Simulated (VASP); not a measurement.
# ZnW2 (P4_2/mnm) in VASP: single point with PBEsol

Aim: the single point of ZnW2 with PBEsol.

Everything below comes from runs of VASP 6.6.1. Logs are shortened: lines on timing, memory, paths and dates and some standing lists are left out, and cuts for length are marked.

## (1) The cell of the first run

The structure is tetragonal, space group P4_2/mnm (No. 136). The conventional cell has a = 5.074 Å, b = 5.074 Å, c = 3.381 Å, α = 90.00°, β = 90.00°, γ = 90.00°. Within 2.9 Å of Zn (site symmetry mmm) lie 6 W at 2.17 to 2.20 Å. W (site symmetry m2m) has 3 Zn at 2.17 to 2.20 Å and 1 W at 2.83 Å within 2.9 Å.

## (2) Single point, PBEsol

File POSCAR:

```
ZnW2
1.0
    5.0744980000      0.0000000000      0.0000000000
    0.0000000000      5.0744980000      0.0000000000
    0.0000000000      0.0000000000      3.3807330000
Zn W
2 4
Direct
    0.0000000000      0.0000000000      0.0000000000
    0.5000000000      0.5000000000      0.5000000000
    0.3030000000      0.3030000000      0.0000000000
    0.1970000000      0.8030000000      0.5000000000
    0.6970000000      0.6970000000      0.0000000000
    0.8030000000      0.1970000000      0.5000000000
```

File INCAR.step1:

```
PREC = Accurate ; ENCUT = 400
EDIFF = 1E-6 ; ISMEAR = 1
SIGMA = 0.209 ; LREAL = F
LASPH = T ; NELM = 120
ALGO = Normal ; ISIF = 2
LWAVE = F ; LCHARG = T
LMAXMIX = 4 ; GGA = PS
NBANDS = 49 ; GGA_COMPAT = F
NEDOS = 2001 ; LORBIT = 11
```

File KPOINTS.step1:

```
Automatic mesh
0
Gamma
  7 7 10
```

File INCAR.step2:

```
PREC = Accurate ; ENCUT = 400
EDIFF = 1E-6 ; ISMEAR = -5
SIGMA = 0.209 ; LREAL = F
LASPH = T ; NELM = 120
ALGO = Normal ; ISIF = 2
LWAVE = F ; LCHARG = F
LMAXMIX = 4 ; GGA = PS
LORBIT = 10 ; NBANDS = 49
NEDOS = 2001 ; ICHARG = 11
GGA_COMPAT = F
```

File KPOINTS.step2:

```
Automatic mesh
0
Gamma
  11 11 15
```

Potentials or basis: VASP PAW PBE potentials, release 64 (Zn, W_sv).

Run with:

```console
cat potpaw_PBE.64/Zn/POTCAR potpaw_PBE.64/W_sv/POTCAR > POTCAR
cp INCAR.step1 INCAR
cp KPOINTS.step1 KPOINTS
mpirun -np 1 vasp_std > vasp.out
cp INCAR.step2 INCAR
cp KPOINTS.step2 KPOINTS
mpirun -np 1 vasp_std > vasp.out
```

OUTCAR:

```text
PREC = Accurate
   ENCUT = 400
   EDIFF = 1E-6
   ISMEAR = -5
   LREAL = F
   LASPH = T
   NELM = 120
   ISIF = 2
   GGA = PS
   LORBIT = 10
   ICHARG = 11

 ion  position               nearest neighbor table
   1  0.000  0.000  0.000-   3 2.17   5 2.17   4 2.20   6 2.20   4 2.20   6 2.20
   2  0.500  0.500  0.500-   4 2.17   6 2.17   5 2.20   3 2.20   3 2.20   5 2.20
   3  0.303  0.303  0.000-   1 2.17   2 2.20   2 2.20   5 2.83   6 3.10   4 3.10   4 3.10   6 3.10
                             4 3.10   4 3.10   6 3.10   6 3.10
   4  0.197  0.803  0.500-   2 2.17   1 2.20   1 2.20   6 2.83   3 3.10   5 3.10   3 3.10   5 3.10
                             3 3.10   3 3.10   5 3.10   5 3.10
   5  0.697  0.697  0.000-   1 2.17   2 2.20   2 2.20   3 2.83   6 3.10   4 3.10   4 3.10   6 3.10
                             6 3.10   6 3.10   4 3.10   4 3.10
   6  0.803  0.197  0.500-   2 2.17   1 2.20   1 2.20   4 2.83   5 3.10   3 3.10   3 3.10   5 3.10
                             5 3.10   5 3.10   3 3.10   3 3.10

  LATTYP: Found a simple tetragonal cell.
 ALAT       =     5.0744980000
 C/A-ratio  =     0.6662201857

  Lattice vectors:

 A1 = (   5.0744980000,   0.0000000000,   0.0000000000)
 A2 = (   0.0000000000,   5.0744980000,   0.0000000000)
 A3 = (   0.0000000000,   0.0000000000,   3.3807330000)

Analysis of symmetry for initial positions (statically):
=====================================================================
 Subroutine PRICEL returns:
 Original cell was already a primitive cell.

 Routine SETGRP: Setting up the symmetry group for a
 simple tetragonal supercell.

 Subroutine GETGRP returns: Found 16 space group operations
 (whereof  8 operations were pure point group operations)
 out of a pool of 16 trial point group operations.

The static configuration has the point symmetry D_2h.
 The point group associated with its full space group is D_4h.

Analysis of symmetry for dynamics (positions and initial velocities):
=====================================================================
 Subroutine PRICEL returns:
 Original cell was already a primitive cell.

 Routine SETGRP: Setting up the symmetry group for a
 simple tetragonal supercell.

 Subroutine GETGRP returns: Found 16 space group operations
 (whereof  8 operations were pure point group operations)
 out of a pool of 16 trial point group operations.

The dynamic configuration has the point symmetry D_2h.
 The point group associated with its full space group is D_4h.

 Subroutine INISYM returns: Found 16 space group operations
 (whereof  8 operations are pure point group operations),
 and found     1 'primitive' translations

----------------------------------------------------------------------------------------

                                     Primitive cell

  volume of cell :      87.0557

  direct lattice vectors                    reciprocal lattice vectors
     5.074498000  0.000000000  0.000000000     0.197063828  0.000000000  0.000000000
     0.000000000  5.074498000  0.000000000     0.000000000  0.197063828  0.000000000
     0.000000000  0.000000000  3.380733000     0.000000000  0.000000000  0.295793841

  length of vectors
     5.074498000  5.074498000  3.380733000     0.197063828  0.197063828  0.295793841

  position of ions in fractional coordinates (direct lattice)
     0.000000000  0.000000000  0.000000000
     0.500000000  0.500000000  0.500000000
     0.303000000  0.303000000  0.000000000
     0.197000000  0.803000000  0.500000000
     0.697000000  0.697000000  0.000000000
     0.803000000  0.197000000  0.500000000

  ion indices of the primitive-cell ions
   primitive index   ion index
                 1           1
                 2           2
                 3           3
                 4           4
                 5           5
                 6           6

----------------------------------------------------------------------------------------

 KPOINTS: Automatic mesh

Automatic generation of k-mesh.
 Grid dimensions read from file:
 generate k-points for:   11   11   15

 Generating k-lattice:

  Cartesian coordinates                     Fractional coordinates (reciprocal lattice)
     0.017914893  0.000000000  0.000000000     0.090909091  0.000000000  0.000000000
     0.000000000  0.017914893  0.000000000     0.000000000  0.090909091  0.000000000
     0.000000000  0.000000000  0.019719589     0.000000000  0.000000000  0.066666667

  Length of vectors
     0.017914893  0.017914893  0.019719589

  Shift w.r.t. Gamma in fractional coordinates (k-lattice)
     0.000000000  0.000000000  0.000000000

 TETIRR: Found   2696 inequivalent tetrahedra from    10890

 Subroutine IBZKPT returns following result:
 ===========================================

 Found    168 irreducible k-points:

 Following reciprocal coordinates:
            Coordinates               Weight
  0.000000  0.000000  0.000000      1.000000
  0.090909  0.000000  0.000000      4.000000
  0.181818  0.000000  0.000000      4.000000
  0.272727  0.000000  0.000000      4.000000
  0.363636  0.000000  0.000000      4.000000
  0.454545  0.000000  0.000000      4.000000
[... 16 lines left out ...]
  0.090909  0.000000  0.066667      8.000000
  0.181818  0.000000  0.066667      8.000000
 [... further k-points ...]
   k-points           NKPTS =    168   k-points in BZ     NKDIM =    168   number of bands    NBANDS=     49
   number of dos      NEDOS =   2001   number of ions     NIONS =      6
   total plane-waves  NPLWV =  31104
   dimension x,y,z NGX =    36 NGY =   36 NGZ =   24
   dimension x,y,z NGXF=    72 NGYF=   72 NGZF=   48
   ions per type =               2   4
   NGX,Y,Z   is equivalent  to a cutoff of  11.79, 11.79, 11.80 a.u.
   NGXF,Y,Z  is equivalent  to a cutoff of  23.59, 23.59, 23.60 a.u.
 SYSTEM =  unknown system
   PREC   = accura    normal or accurate (medium, high low for compatibility)
   ISTART =      0    job   : 0-new  1-cont  2-samecut
   ICHARG =     11    charge: 1-file 2-atom 10-const
   ISPIN  =      1    spin polarized calculation?
   LNONCOLLINEAR =      F non collinear calculations
   LSORBIT =      F    spin-orbit coupling
   LASPH  =      T    aspherical Exc in radial PAW
   ENCUT  =  400.0 eV  29.40 Ry    5.42 a.u.   8.28  8.28  5.51*2*pi/ulx,y,z
   NELM   =    120;   NELMIN=  2; NELMDL=  0     # of ELM steps
   EDIFF  = 0.1E-05   stopping-criterion for ELM
   LREAL  =      F    real-space projection
   EDIFFG = 0.1E-04   stopping-criterion for IOM
   NSW    =      0    number of steps for IOM
   IBRION =     -1    ionic relax: 0-MD 1-quasi-New 2-CG
   NFREE  =      0    steps in history (QN), initial steepest desc. (CG)
   ISIF   =      2    stress and relaxation
   ISYM   =      2    0-nonsym 1-usesym 2-fastsym
   POTIM  = 0.5000    time-step for ionic-motion
   TEBEG  =    0.0;   TEEND  =   0.0 temperature during run
   PSTRESS=    0.0 pullay stress
   NELECT =      80.0000    total number of electrons
   NUPDOWN=      -1.0000    fix difference up-down
   EMIN   =  10.00;   EMAX   =-10.00  energy-range for DOS
   EFERMI =   0.00;   METHOD = LEGACY
   ISMEAR =    -5;   SIGMA  =   0.21  broadening in eV -4-tet -1-fermi 0-gaus
   EFERMI_NEDOS =   21; number of points for ismear=-14 and -15
   IALGO  =     38    algorithm
   IMIX   =      4    mixing-type and parameters
     AMIX     =   0.40;   BMIX     =  1.00
     AMIX_MAG =   1.60;   BMIX_MAG =  1.00
  volume/ion in A,a.u.               =      14.51        97.91
  Fermi-wavevector in a.u.,A,eV,Ry     =   1.591619  3.007724 34.466978  2.533251
  Thomas-Fermi vector in A             =   2.690131
   LORBIT       =     10    0 simple, 1 ext, 2 COOP (PROOUT), +10 PAW based schemes
   GGA     = PS    functional components
   LHFCALC =     F    Hartree Fock is set to
   AEXX    =    0.0000 exact exchange contribution
   IVDW    =     0    specifies the selected vdW correction
   LEPSILON=     F    determine dielectric tensor
   LRPA    =     F    only Hartree local field effects (RPA)
 non-spin polarized calculation
 Fermi weights with tetrahedron method with Bloechl corrections
  energy-cutoff  :      400.00
  volume of cell :       87.06
 maximum number of plane-waves:      1603
 NGX is ok and might be reduce to    36

 number of electron      80.0000003 magnetization

 Free energy of the ion-electron system (eV)
  ---------------------------------------------------
  ext. energy  EPLUGINS =         0.00000000
  ---------------------------------------------------
  free energy    TOTEN  =       -42.83590235 eV

  energy without entropy =      -42.83590235  energy(sigma->0) =      -42.83590235

 E-fermi :   9.2343     XC(G=0): -13.4365

 val. band max:        9.2717774180   @ k =   0.3636   0.0909   0.0000
 cond. band min:       9.1702098639   @ k =   0.3636   0.3636   0.4000
 fundamental gap:     -0.1015675540
 Fermi energy:         9.2343351109

 k-point     1 :       0.0000    0.0000    0.0000
  band No.  band energies     occupation
      1     -64.9592      2.00000
      2     -64.9103      2.00000
      3     -64.9103      2.00000
      4     -64.9101      2.00000
      5     -29.7604      2.00000
      6     -29.3466      2.00000
[... 41 lines left out ...]
     48      12.4509      0.00000
     49      13.4094      0.00000

 k-point     2 :       0.0909    0.0000    0.0000
  band No.  band energies     occupation
      1     -64.9584      2.00000
      2     -64.9138      2.00000
      3     -64.9101      2.00000
      4     -64.9076      2.00000
      5     -29.7532      2.00000
      6     -29.3749      2.00000
[... 1136 lines left out ...]
 k-point    24 :       0.1818    0.0000    0.0667
  band No.  band energies     occupation
      1     -64.9554      2.00000
      2     -64.9183      2.00000
      3     -64.9095      2.00000
      4     -64.9061      2.00000
      5     -29.7278      2.00000
      6     -29.4200      2.00000
[... 41 lines left out ...]
     48      12.2418      0.00000
     49      12.5298      0.00000

 [... further k-points ...]

------------------------ aborting loop because EDIFF is reached ----------------------------------------

  FORCE on cell =-STRESS in cart. coord.  units (eV):
  Direction    XX          YY          ZZ          XY          YZ          ZX
  --------------------------------------------------------------------------------------
  -------------------------------------------------------------------------------------
  Total       30.8027193     30.8027193     39.6022907      0.0000000      0.0000000      0.0000000
  in kB      566.8949612    566.8949612    728.8427618      0.0000000      0.0000000      0.0000000
  external PRESSURE =     620.8775614 kB  Pullay stress =       0.0000000 kB

 VOLUME and BASIS-vectors are now :
 -----------------------------------------------------------------------------
  energy-cutoff  :      400.00
  volume of cell :       87.06
      direct lattice vectors                 reciprocal lattice vectors
     5.074498000  0.000000000  0.000000000     0.197063828  0.000000000  0.000000000
     0.000000000  5.074498000  0.000000000     0.000000000  0.197063828  0.000000000
     0.000000000  0.000000000  3.380733000     0.000000000  0.000000000  0.295793841

 POSITION                                       TOTAL-FORCE (eV/Angst)
 -----------------------------------------------------------------------------------
      0.00000      0.00000      0.00000         0.000000      0.000000      0.000000
      2.53725      2.53725      1.69037         0.000000      0.000000      0.000000
      1.53757      1.53757      0.00000        -1.181767     -1.181767     -0.000000
      0.99968      4.07482      1.69037         1.181767     -1.181767     -0.000000
      3.53693      3.53693      0.00000         1.181767      1.181767      0.000000
      4.07482      0.99968      1.69037        -1.181767      1.181767      0.000000
 -----------------------------------------------------------------------------------
    total drift:                                0.000000      0.000000      0.000000

  FREE ENERGIE OF THE ION-ELECTRON SYSTEM (eV)
  ---------------------------------------------------
  free  energy   TOTEN  =       -42.8359023470 eV

  energy  without entropy=      -42.8359023470  energy(sigma->0) =      -42.83590235

 total charge

# of ion       s       p       d       tot
------------------------------------------
    1        0.986   1.293   9.890  12.169
    2        0.986   1.293   9.890  12.169
    3        2.380   6.319   3.500  12.199
    4        2.380   6.319   3.500  12.199
    5        2.380   6.319   3.500  12.199
    6        2.380   6.319   3.500  12.199
--------------------------------------------------
tot         11.492  27.863  33.781  73.136
```

Run time: 9.3 min. Hardware: 1 thread of Intel Xeon 8259CL, shared host; peak memory 0.44 GiB.

Results:

```
Valence electrons inside the program's atomic spheres : Zn 12.17; W 12.20
```

Levels at points of the mesh, in eV from the Fermi level:
```
           k point  band 37  band 38  band 39  band 40  band 41  band 42  band 43  band 44
(0.00, 0.00, 0.00)    -0.92    -0.20    -0.20    -0.14     0.49     0.60     0.62     0.62
```

Caveat: the PAW data sets were made with another functional, which shifts forces and pressure a little; spin-orbit coupling is left out, which moves the levels of the heavy elements; tetrahedron occupations give inexact forces and stress in metals.
